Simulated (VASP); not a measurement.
# PtS2 (R-3m) in VASP: settings compared

Aim: see how the results for PtS2 move with the level of theory and the settings. Levels: PBE, LDA. Tasks: single point.

Program: VASP 6.6.1. These are calculated values, not measurements. Logs are shortened: lines on timing, memory, paths and dates and some standing lists are left out, and cuts for length are marked.

### Step 1. The cell of the first run

The structure is trigonal, space group R-3m (No. 166). The conventional cell has a = 3.529 Å, b = 3.529 Å, c = 16.569 Å, α = 90.00°, β = 90.00°, γ = 120.00°. Pt (site symmetry -3m) has 6 S at 2.39 Å within 3.2 Å. Within 3.2 Å of S (site symmetry 3m) lie 3 Pt at 2.39 Å.

### Step 2. Single point, PBE

File INCAR:

```
SYSTEM = PtS2
  ALGO = Normal
  EDIFF = 1E-6
  ENCUT = 520
  GGA = PE
  ISIF = 2
  ISMEAR = -1
  LASPH = .True.
  LCHARG = .False.
  LREAL = .False.
  LWAVE = .False.
  NBANDS = 18
  NELM = 60
  PREC = Accurate
  SIGMA = 0.02
```

File KPOINTS:

```
k-points
0
Gamma
  8 8 8
  0 0 0
```

File POSCAR:

```
PtS2
1.0
    1.7644428793      1.0187015713      5.5230471123
   -1.7644428793      1.0187015713      5.5230471123
    0.0000000000     -2.0374031427      5.5230471123
Pt S
1 2
Direct
    0.0000000000      0.0000000000      0.0000000000
    0.2583047974      0.2583047974      0.2583047974
    0.7416952026      0.7416952026      0.7416952026
```

Potentials or basis: VASP PAW PBE potentials, release 64 (Pt, S).

Launch:

```console
cat potpaw_PBE.64/Pt/POTCAR potpaw_PBE.64/S/POTCAR > POTCAR
mpirun -np 1 vasp_std > vasp.out
```

OUTCAR:

```text
SYSTEM = PtS2
   EDIFF = 1E-6
   ENCUT = 520
   GGA = PE
   ISIF = 2
   ISMEAR = -1
   LASPH = .True.
   LREAL = .False.
   NELM = 60
   PREC = Accurate

 ion  position               nearest neighbor table
   1  0.000  0.000  0.000-   3 2.39   3 2.39   2 2.39   2 2.39   3 2.39   2 2.39
   2  0.258  0.258  0.258-   1 2.39   1 2.39   1 2.39
   3  0.742  0.742  0.742-   1 2.39   1 2.39   1 2.39

  LATTYP: Found a trigonal (rhomboedric) cell.
 ALAT       =     5.8868549303
 COS(alpha) =     0.8203287724

  Lattice vectors:

 A1 = (   1.7644428793,   1.0187015713,   5.5230471123)
 A2 = (  -1.7644428793,   1.0187015713,   5.5230471123)
 A3 = (   0.0000000000,  -2.0374031427,   5.5230471123)

Analysis of symmetry for initial positions (statically):
=====================================================================
 Subroutine PRICEL returns:
 Original cell was already a primitive cell.

 Routine SETGRP: Setting up the symmetry group for a
 trigonal (rhombohedral) supercell.

 Subroutine GETGRP returns: Found 12 space group operations
 (whereof 12 operations were pure point group operations)
 out of a pool of 12 trial point group operations.

The static configuration has the point symmetry D_3d.

Analysis of symmetry for dynamics (positions and initial velocities):
=====================================================================
 Subroutine PRICEL returns:
 Original cell was already a primitive cell.

 Routine SETGRP: Setting up the symmetry group for a
 trigonal (rhombohedral) supercell.

 Subroutine GETGRP returns: Found 12 space group operations
 (whereof 12 operations were pure point group operations)
 out of a pool of 12 trial point group operations.

The dynamic configuration has the point symmetry D_3d.

 Subroutine INISYM returns: Found 12 space group operations
 (whereof 12 operations are pure point group operations),
 and found     1 'primitive' translations

----------------------------------------------------------------------------------------

                                     Primitive cell

  volume of cell :      59.5641

  direct lattice vectors                    reciprocal lattice vectors
     1.764442879  1.018701571  5.523047112     0.283375566  0.163606959  0.060353158
    -1.764442879  1.018701571  5.523047112    -0.283375566  0.163606959  0.060353158
     0.000000000 -2.037403143  5.523047112     0.000000000 -0.327213919  0.060353158

  length of vectors
     5.886854930  5.886854930  5.886854930     0.332733305  0.332733305  0.332733305

  position of ions in fractional coordinates (direct lattice)
     0.000000000  0.000000000  0.000000000
     0.258304797  0.258304797  0.258304797
     0.741695203  0.741695203  0.741695203

  ion indices of the primitive-cell ions
   primitive index   ion index
                 1           1
                 2           2
                 3           3

----------------------------------------------------------------------------------------

 KPOINTS: k-points

Automatic generation of k-mesh.
 Grid dimensions read from file:
 generate k-points for:    8    8    8

 Generating k-lattice:

  Cartesian coordinates                     Fractional coordinates (reciprocal lattice)
     0.035421946  0.020450870  0.007544145     0.125000000 -0.000000000  0.000000000
    -0.035421946  0.020450870  0.007544145    -0.000000000  0.125000000  0.000000000
     0.000000000 -0.040901740  0.007544145     0.000000000  0.000000000  0.125000000

  Length of vectors
     0.041591663  0.041591663  0.041591663

  Shift w.r.t. Gamma in fractional coordinates (k-lattice)
     0.000000000  0.000000000  0.000000000

 Subroutine IBZKPT returns following result:
 ===========================================

 Found     65 irreducible k-points:

 Following reciprocal coordinates:
            Coordinates               Weight
  0.000000  0.000000  0.000000      1.000000
  0.125000  0.000000 -0.000000      6.000000
  0.250000  0.000000 -0.000000      6.000000
  0.375000  0.000000 -0.000000      6.000000
  0.500000  0.000000 -0.000000      3.000000
  0.125000  0.125000 -0.000000      6.000000
[... 16 lines left out ...]
  0.250000  0.125000  0.125000      6.000000
  0.375000  0.125000  0.125000      6.000000
 [... further k-points ...]
   k-points           NKPTS =     65   k-points in BZ     NKDIM =     65   number of bands    NBANDS=     18
   number of dos      NEDOS =    301   number of ions     NIONS =      3
   total plane-waves  NPLWV = 110592
   dimension x,y,z NGX =    48 NGY =   48 NGZ =   48
   dimension x,y,z NGXF=    96 NGYF=   96 NGZF=   96
   ions per type =               1   2
   NGX,Y,Z   is equivalent  to a cutoff of  13.56, 13.56, 13.56 a.u.
   NGXF,Y,Z  is equivalent  to a cutoff of  27.11, 27.11, 27.11 a.u.
 SYSTEM =  PtS2
   PREC   = accura    normal or accurate (medium, high low for compatibility)
   ISTART =      0    job   : 0-new  1-cont  2-samecut
   ICHARG =      2    charge: 1-file 2-atom 10-const
   ISPIN  =      1    spin polarized calculation?
   LNONCOLLINEAR =      F non collinear calculations
   LSORBIT =      F    spin-orbit coupling
   LASPH  =      T    aspherical Exc in radial PAW
   ENCUT  =  520.0 eV  38.22 Ry    6.18 a.u.  10.95 10.95 10.95*2*pi/ulx,y,z
   NELM   =     60;   NELMIN=  2; NELMDL= -5     # of ELM steps
   EDIFF  = 0.1E-05   stopping-criterion for ELM
   LREAL  =      F    real-space projection
   EDIFFG = 0.1E-04   stopping-criterion for IOM
   NSW    =      0    number of steps for IOM
   IBRION =     -1    ionic relax: 0-MD 1-quasi-New 2-CG
   NFREE  =      0    steps in history (QN), initial steepest desc. (CG)
   ISIF   =      2    stress and relaxation
   ISYM   =      2    0-nonsym 1-usesym 2-fastsym
   POTIM  = 0.5000    time-step for ionic-motion
   TEBEG  =    0.0;   TEEND  =   0.0 temperature during run
   PSTRESS=    0.0 pullay stress
   NELECT =      22.0000    total number of electrons
   NUPDOWN=      -1.0000    fix difference up-down
   EMIN   =  10.00;   EMAX   =-10.00  energy-range for DOS
   EFERMI =   0.00;   METHOD = LEGACY
   ISMEAR =    -1;   SIGMA  =   0.02  broadening in eV -4-tet -1-fermi 0-gaus
   EFERMI_NEDOS =   21; number of points for ismear=-14 and -15
   IALGO  =     38    algorithm
   IMIX   =      4    mixing-type and parameters
     AMIX     =   0.40;   BMIX     =  1.00
     AMIX_MAG =   1.60;   BMIX_MAG =  1.00
  volume/ion in A,a.u.               =      19.85       133.99
  Fermi-wavevector in a.u.,A,eV,Ry     =   1.174593  2.219660 18.771543  1.379670
  Thomas-Fermi vector in A             =   2.310988
   LORBIT       =      0    0 simple, 1 ext, 2 COOP (PROOUT), +10 PAW based schemes
   GGA     = PE    functional components
   LHFCALC =     F    Hartree Fock is set to
   AEXX    =    0.0000 exact exchange contribution
   IVDW    =     0    specifies the selected vdW correction
   LEPSILON=     F    determine dielectric tensor
   LRPA    =     F    only Hartree local field effects (RPA)
 non-spin polarized calculation
  energy-cutoff  :      520.00
  volume of cell :       59.56
 maximum number of plane-waves:      1635
 NGX is ok and might be reduce to    48
   NGX = 21   NGY = 21   NGZ = 21

 number of electron      21.9999999 magnetization

 Free energy of the ion-electron system (eV)
  ---------------------------------------------------
  ext. energy  EPLUGINS =         0.00000000
  ---------------------------------------------------
  free energy    TOTEN  =       -15.41019698 eV

  energy without entropy =      -15.41019698  energy(sigma->0) =      -15.41019698

 E-fermi :   5.7664     XC(G=0): -10.0982

 val. band max:        5.3364348735   @ k =   0.2500   0.1250   0.1250
 cond. band min:       6.4019185836   @ k =  -0.2500   0.2500   0.0000
 fundamental gap:      1.0654837101
 Fermi energy:         5.7664355437

 k-point     1 :       0.0000    0.0000    0.0000
  band No.  band energies     occupation
      1      -9.2881      2.00000
      2      -6.7868      2.00000
      3      -0.8938      2.00000
      4      -0.6807      2.00000
      5      -0.6807      2.00000
      6       2.0018      2.00000
[... 10 lines left out ...]
     17      13.6191      0.00000
     18      16.8004      0.00000

 k-point     2 :       0.1250    0.0000   -0.0000
  band No.  band energies     occupation
      1      -9.0879      2.00000
      2      -6.8540      2.00000
      3      -0.7268      2.00000
      4      -0.5638      2.00000
      5      -0.5629      2.00000
      6       1.6950      2.00000
[... 10 lines left out ...]
     17      14.2640      0.00000
     18      16.1750      0.00000

 k-point     3 :       0.2500    0.0000   -0.0000
  band No.  band energies     occupation
      1      -8.5469      2.00000
      2      -7.0056      2.00000
      3      -0.5902      2.00000
      4      -0.3102      2.00000
      5       0.0736      2.00000
      6       0.7452      2.00000
[... 10 lines left out ...]
     17      15.2229      0.00000
     18      15.5741      0.00000

 k-point     4 :       0.3750    0.0000   -0.0000
  band No.  band energies     occupation
      1      -7.8969      2.00000
      2      -7.1253      2.00000
      3      -0.9566      2.00000
      4      -0.1646      2.00000
      5       0.2334      2.00000
      6       0.9666      2.00000
[... 375 lines left out ...]
      4      -0.6782      2.00000
      5      -0.6782      2.00000
      6       2.0023      2.00000
[... 10 lines left out ...]
     17      13.6773      0.00000
     18      16.3863      0.00000

 k-point    23 :       0.2500    0.1250    0.1250
  band No.  band energies     occupation
      1      -9.0512      2.00000
      2      -6.9340      2.00000
      3      -0.7549      2.00000
      4      -0.5568      2.00000
      5      -0.3805      2.00000
      6       1.7007      2.00000
[... 10 lines left out ...]
     17      14.2636      0.00000
     18      15.7554      0.00000

 k-point    24 :       0.3750    0.1250    0.1250
  band No.  band energies     occupation
      1      -8.5039      2.00000
      2      -7.0716      2.00000
      3      -0.7137      2.00000
      4      -0.3004      2.00000
      5       0.3002      2.00000
      6       0.7349      2.00000
[... 10 lines left out ...]
     17      14.9577      0.00000
     18      15.5782      0.00000

 [... further k-points ...]
[... 5 lines left out ...]
  --------------------------------------------------------------------------------------
  -------------------------------------------------------------------------------------
  Total        1.2977023      1.2977023      0.8020456     -0.0000000     -0.0000000      0.0000000
  in kB       34.9060787     34.9060787     21.5737202     -0.0000000     -0.0000000      0.0000000
  external PRESSURE =      30.4619592 kB  Pullay stress =       0.0000000 kB

 VOLUME and BASIS-vectors are now :
 -----------------------------------------------------------------------------
  energy-cutoff  :      520.00
  volume of cell :       59.56
      direct lattice vectors                 reciprocal lattice vectors
     1.764442879  1.018701571  5.523047112     0.283375566  0.163606959  0.060353158
    -1.764442879  1.018701571  5.523047112    -0.283375566  0.163606959  0.060353158
     0.000000000 -2.037403143  5.523047112     0.000000000 -0.327213919  0.060353158

 POSITION                                       TOTAL-FORCE (eV/Angst)
 -----------------------------------------------------------------------------------
      0.00000      0.00000      0.00000         0.000000     -0.000000     -0.000000
      0.00000     -0.00000      4.27989         0.000000      0.000000     -0.009634
      0.00000     -0.00000     12.28925         0.000000     -0.000000      0.009634
 -----------------------------------------------------------------------------------
    total drift:                                0.000000     -0.000000      0.000000

  FREE ENERGIE OF THE ION-ELECTRON SYSTEM (eV)
  ---------------------------------------------------
  free  energy   TOTEN  =       -15.4101969751 eV

  energy  without entropy=      -15.4101969751  energy(sigma->0) =      -15.41019698
```

Wall time 5.1 min (1 thread of AMD EPYC 7R43 (Zen 3), shared host); peak memory 0.29 GiB.

What came out:

- Free energy: -15.4102 eV
- Pressure: 3.0 GPa
- Largest force: 0.010 eV/Å
- Band gap on the k mesh: 1.07 eV, indirect (least direct gap 1.21 eV)

Forces in eV/Å, atoms in the order of the input:
```
Pt   0.000  0.000  0.000
S    0.000  0.000 -0.010
S    0.000  0.000  0.010
```

Levels at points of the mesh, in eV from the valence-band top:
| k point | band 8 | band 9 | band 10 | band 11 | band 12 | band 13 | band 14 | band 15 |
| --- | --- | --- | --- | --- | --- | --- | --- | --- |
| (0.00, 0.00, 0.00) | -1.51 | -0.60 | -0.60 | -0.09 | 2.75 | 2.75 | 5.45 | 5.67 |
| (0.50, 0.00, 0.00) | -2.51 | -2.31 | -2.19 | -2.08 | 2.15 | 2.37 | 6.00 | 6.51 |
| (0.50, 0.50, 0.00) | -2.59 | -2.50 | -2.15 | -1.61 | 2.80 | 2.88 | 4.43 | 6.03 |
| (0.50, 0.50, 0.50) | -2.01 | -0.96 | -0.75 | -0.75 | 2.89 | 2.89 | 5.84 | 7.29 |

Caveat: spin-orbit coupling is left out, which moves the levels of the heavy elements. A k mesh can miss the band edges.

### Step 3. Single point, LDA

File INCAR:

```
  PREC = Accurate
  ENCUT = 520
  EDIFF = 1E-7
  ISMEAR = 0
  SIGMA = 0.01
  LREAL = F
  LASPH = T
  NELM = 100
  ALGO = Normal
  ISIF = 2
  LWAVE = F
  LCHARG = F
  GGA = CA
  NBANDS = 18
```

File KPOINTS:

```
Automatic mesh
0
Gamma
  8 8 8
```

POSCAR is that of step 2.

Potentials or basis: VASP PAW LDA potentials, release 64 (Pt, S).

Launch:

```console
cat potpaw_LDA.64/Pt/POTCAR potpaw_LDA.64/S/POTCAR > POTCAR
mpirun -np 1 vasp_std > vasp.out
```

Run time: 4.3 min. Hardware: 1 thread of AMD EPYC 7R43 (Zen 3), shared host; peak memory 0.25 GiB.

The run converged. Its results:

- Free energy: -18.0862 eV
- Pressure: -3.6 GPa
- Largest force: 0.437 eV/Å
- Band gap on the k mesh: 0.93 eV, indirect (least direct gap 1.09 eV)

Forces on the atoms (eV/Å):
```
Pt   0.000  0.000  0.000
S    0.000  0.000  0.437
S    0.000  0.000 -0.437
```

Stress tensor (GPa, compression positive):
```
-3.54  0.00  0.00
 0.00 -3.54  0.00
 0.00  0.00 -3.86
```

Levels at points of the mesh, in eV from the valence-band top:
| k point | band 9 | band 10 | band 11 | band 12 | band 13 | band 14 |
| --- | --- | --- | --- | --- | --- | --- |
| (0.00, 0.00, 0.00) | -0.61 | -0.61 | -0.11 | 2.71 | 2.71 | 5.28 |
| (0.50, 0.00, 0.00) | -2.33 | -2.22 | -2.12 | 2.05 | 2.32 | 5.88 |
| (0.50, 0.50, 0.00) | -2.52 | -2.19 | -1.62 | 2.77 | 2.82 | 4.22 |
| (0.50, 0.50, 0.50) | -0.95 | -0.75 | -0.75 | 2.85 | 2.85 | 5.66 |

Caveat: spin-orbit coupling is left out, which moves the levels of the heavy elements. A k mesh can miss the band edges.
